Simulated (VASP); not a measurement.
## CdTe: relaxation of cell and atoms with PBE+D3(BJ)

The system is CdTe.

```xyz
2
Lattice="0.0000 3.2050 3.2050 3.2050 0.0000 3.2050 3.2050 3.2050 0.0000" Properties=species:S:1:pos:R:3 pbc="T T T"
Te    4.8075    4.8075    4.8075
Cd    0.0000    0.0000    0.0000
```

```
Program                : VASP 6.6.1
Task                   : relaxation of cell and atoms
Functional             : PBE
Dispersion             : D3(BJ)
Potentials or basis    : VASP PAW PBE potentials, release 64 (Te, Cd)
Cutoff                 : 600 eV
k mesh                 : 7 × 7 × 7
Occupations            : fermi-dirac, width 0.05 eV
Spin                   : no spin polarisation
Dipole correction      : no
Further INCAR settings : ALGO = Normal; EDIFF = 1e-06; IBRION = 2; EDIFFG = -0.01; NSW = 60; ISIF = 3
```

```json
{
  "Relaxed volume": "34.67 Å³/atom",
  "Relaxed cell": "a = 4.612 Å, b = 4.612 Å, c = 4.612 Å, α = 60.00°, β = 60.00°, γ = 60.00°",
  "Space group after relaxing (to 0.05 Å)": "F-43m (No. 216)",
  "Energy gained by relaxing": "12.2 meV/atom",
  "Ionic steps": "3",
  "Pressure after relaxing": "0.0 GPa",
  "Band gap on the k mesh": "0.71 eV, direct",
  "Dispersion energy per atom": "-0.334 eV"
}
```

Step by step:
| step | energy change (eV) | largest force (eV/Å) | pressure (GPa) | volume (Å³) |
| --- | --- | --- | --- | --- |
| 1 | 0.0000 | 0.0000 | 2.35 | 65.84 |
| 2 | -0.0219 | 0.0000 | -0.65 | 70.55 |
| 3 | -0.0244 | 0.0000 | 0.01 | 69.35 |

Final structure:
```
Te Cd
1.0
     0.00000    3.26084    3.26084
     3.26084    0.00000    3.26084
     3.26084    3.26084    0.00000
Te Cd
1 1
Direct
  0.75000 0.75000 0.75000
  0.00000 0.00000 0.00000
```

Levels at points of the mesh, in eV from the valence-band top:
```
           k point  band 5  band 6  band 7  band 8  band 9  band 10  band 11  band 12  band 13
(0.00, 0.00, 0.00)   -7.98   -7.98    0.00    0.00    0.00     0.71     4.61     4.61     4.61
```

Run time: 28 s on 1 thread of Intel(R) Xeon(R) Platinum 8488C (Sapphire Rapids), on a shared host, peak memory 0.23 GiB.

Caveat: spin-orbit coupling is left out, which moves the levels of the heavy elements. Zero-point motion and thermal expansion aren't in these numbers.
